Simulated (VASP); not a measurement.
The system is MgS (Niningerite).

```
S Mg
1.0
     0.00000    2.63589    2.63589
     2.63589    0.00000    2.63589
     2.63589    2.63589    0.00000
S Mg
1 1
Direct
  0.50000 0.50000 0.50000
  0.00000 0.00000 0.00000
```

Base run:

* Program: VASP 6.6.1
* Functional: PBE
* Potentials or basis: VASP PAW PBE potentials, release 64 (S, Mg)
* Cutoff: 520 eV
* k mesh: 9 × 9 × 9
* Occupations: fermi-dirac, width 0.05 eV
* Spin: no spin polarisation

Its results: band gap on the k mesh 2.82 eV, indirect (least direct gap 3.41 eV); pressure -2.0 GPa.

Task: The run is repeated on the same cell with these changes: functional from PBE to r2SCAN. What comes out?

Result: Band gap on the k mesh 3.48 eV, indirect (least direct gap 4.29 eV); pressure -3.3 GPa.

r2SCAN gives the wider gap, since meta-GGAs in the generalised Kohn-Sham scheme recover part of the derivative discontinuity.

Caveats: the PAW data sets were made with another functional, which shifts forces and pressure a little (some runs).

A k mesh can miss the band edges.
